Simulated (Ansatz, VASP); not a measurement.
# Ti3Al: VASP beside Ansatz

```
Ti Al
1.0
     2.89578    0.00000    0.00000
    -1.44789    2.50782    0.00000
     0.00000    0.00000    9.13935
Ti Al
3 1
Direct
  0.66667 0.33333 0.00000
  0.33333 0.66667 0.75118
  0.33333 0.66667 0.24882
  0.66667 0.33333 0.50000
```

Alike in both runs: task single point; functional PBEsol; k mesh 12 × 12 × 4; occupations gaussian, width 0.15 eV; no spin polarisation.

|  | VASP | Ansatz |
| --- | --- | --- |
| version | VASP 6.6.1 | Ansatz 0.2.0 |
| potentials or method | VASP PAW PBE potentials, release 64 (Ti_sv, Al), cutoff 500 eV | scalar-relativistic, plane waves, PAW |
| valence electrons in the cell | 39 | 39 |

```tsv
	VASP	Ansatz	Ansatz less VASP
gap on the k mesh at the Fermi level (eV)	none	none	-
pressure (GPa)	-0.2	0.0	+0.22
traceless stress, the component that is largest in VASP (GPa)	0.05	0.01	-0.042
rms of the force components (eV/Å)	0.003	0.002	-0.0009
```

VASP's potentials were made for PBE, not for PBEsol. Atom by atom the forces differ by 0.005 eV/Å (rms over components). A gap of «none» marks a metal or a gap that the smearing closes.
